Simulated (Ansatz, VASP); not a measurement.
# MnAs: VASP beside Ansatz

File INCAR:

```
SYSTEM = MnAs
  ALGO = Normal
  EDIFF = 1E-7
  ENCUT = 520
  ISIF = 2
  ISMEAR = 1
  ISPIN = 2
  LASPH = .True.
  LCHARG = .False.
  LMAXMIX = 4
  LORBIT = 11
  LREAL = .False.
  LWAVE = .False.
  MAGMOM = 2.8 -2.8 0 0
  NBANDS = 30
  NELM = 150
  PREC = Accurate
  SIGMA = 0.05
```

File KPOINTS:

```
k-points
0
Gamma
  10 10 6
  0 0 0
```

The input POSCAR:

```
MnAs
1.0
    3.7100000000      0.0000000000      0.0000000000
   -1.8550000000      3.2129540000      0.0000000000
    0.0000000000      0.0000000000      5.6910000000
Mn As
2 2
Direct
    0.0000000000      0.0000000000      0.0000000000
    0.0000000000      0.0000000000      0.5000000000
    0.3333333333      0.6666666667      0.2500000000
    0.6666666667      0.3333333333      0.7500000000
```

Input for Ansatz:

```yaml
crystal:
  lattice:
    - [3.71, 0.0, 0.0]
    - [-1.855, 3.212954, 0.0]
    - [0.0, 0.0, 5.691]
  atoms:
    - { symbol: Mn, position: [0.0, 0.0, 0.0], spin: 2.8 }
    - { symbol: Mn, position: [0.0, 0.0, 0.5], spin: -2.8 }
    - { symbol: As, position: [0.33333333333333326, 0.6666666666666666, 0.25], spin: 0.0 }
    - { symbol: As, position: [0.6666666666666666, 0.3333333333333333, 0.75], spin: 0.0 }
accuracy: low
basis:
  ecutwfc: 420.0
  ecutrho_ratio: 8
kpoints:
  mp_grid:
    grid: [10, 10, 6]
    shift: [0.0, 0.0, 0.0]
hamiltonian:
  xc: lda
magnetization:
  spin_polarized: true
scf:
  max_iter: 60
  mixing:
    algorithm: anderson
    preconditioner: none
  occupations:
    method: cold
    width: 0.05
  initial_density:
    normalization: cell
output:
  eigenstates:
    nscf_kmesh:
      grid: [7, 7, 4]
    exchange_couplings:
      magnetic:
        - { species: Mn }
```

Alike in both runs: task single point; functional LDA; k mesh 10 × 10 × 6; collinear spin.

|  | VASP | Ansatz |
| --- | --- | --- |
| version | VASP 6.6.1 | Ansatz 0.2.0 |
| potentials or method | VASP PAW LDA potentials, release 64 (Mn_pv, As), cutoff 520 eV | plane waves, PAW |
| occupations | methfessel-paxton of order 1, width 0.05 eV | cold, width 0.05 eV |
| valence electrons in the cell | 36 | 60 |

|  | VASP | Ansatz | Ansatz less VASP |
| --- | --- | --- | --- |
| gap on the k mesh at the Fermi level (eV) | none | none | - |
| net moment per atom (μB) | 0.00 | 0.00 | 0.000 |
| size of the moment on the site where the two differ most (μB) | 2.74 | 2.80 | +0.065 |

LDA's correlation is that of Perdew and Zunger in VASP and of Perdew and Wang (1992) in Ansatz. Site moments also hang on the region over which each program counts them. A gap of «none» marks a metal or a gap that the smearing closes. VASP's potentials hold 36 valence electrons a cell and Ansatz's 60, so a difference there can come from the potentials and not from the codes. Ansatz's warnings: stability check not made.
